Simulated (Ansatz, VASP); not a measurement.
This is a calculation of TaN for VASP 6.6.1.

The input INCAR:

```
PREC = Accurate ; ENCUT = 700
EDIFF = 1E-6 ; ISMEAR = -1
SIGMA = 0.05 ; LREAL = False
LASPH = True ; NELM = 120
ALGO = Normal ; ISIF = 2
LWAVE = False ; LCHARG = True
GGA = CA ; LELF = True
LVHAR = True ; NBANDS = 16
GGA_COMPAT = False
```

The input KPOINTS:

```
regular mesh
0
Gamma
  10 10 10
```

The input POSCAR:

```
TaN
1.0
    0.0000000000      2.2113230000      2.2113230000
    2.2113230000      0.0000000000      2.2113230000
    2.2113230000      2.2113230000      0.0000000000
Ta N
1 1
Direct
    0.5000000000      0.5000000000      0.5000000000
    0.0000000000      0.0000000000      0.0000000000
```

Potentials or basis: VASP PAW LDA potentials, release 64 (Ta_sv_GW, N).

The run is started by

```console
$ cat potpaw_LDA.64/Ta_sv_GW/POTCAR potpaw_LDA.64/N/POTCAR > POTCAR
$ mpirun -np 1 vasp_std > vasp.out
```

Task: Set up the same calculation for Ansatz 0.2.0. Potentials there: Ansatz PAW.

Result: As run (the cutoff follows the program's own potentials):

Contents of input.yaml:

```yaml
crystal:
  lattice:
    - [0.0, 2.211323, 2.211323]
    - [2.211323, 0.0, 2.211323]
    - [2.211323, 2.211323, 0.0]
  atoms:
    - { symbol: Ta, position: [0.5, 0.5, 0.5] }
    - { symbol: "N", position: [0.0, 0.0, 0.0] }
hamiltonian:
  xc: lda
  pseudopotentials: { kind: paw }
kpoints:
  mp_grid: { grid: [10, 10, 10] }
scf:
  occupations: { method: fermi_dirac, width: 0.05 }
output:
  forces: true
  stress: true
  eigenvalues: true
```

Potentials or basis: Ansatz PAW.

Command:

```sh
$ ansatz run input.yaml --threads 2 --pin off --max-ram 5120MiB --backend cpu --events-out ev --progress --plain --runs-dir out
```

Both were run:

|  | VASP | Ansatz | Ansatz less VASP |
| --- | --- | --- | --- |
| gap on the k mesh at the Fermi level (eV) | none | none | - |
| pressure (GPa) | -16.4 | -17.2 | -0.82 |

LDA's correlation is that of Perdew and Zunger in VASP and of Perdew and Wang (1992) in Ansatz. A gap of «none» marks a metal or a gap that the smearing closes.

Neither program's run includes spin-orbit coupling.
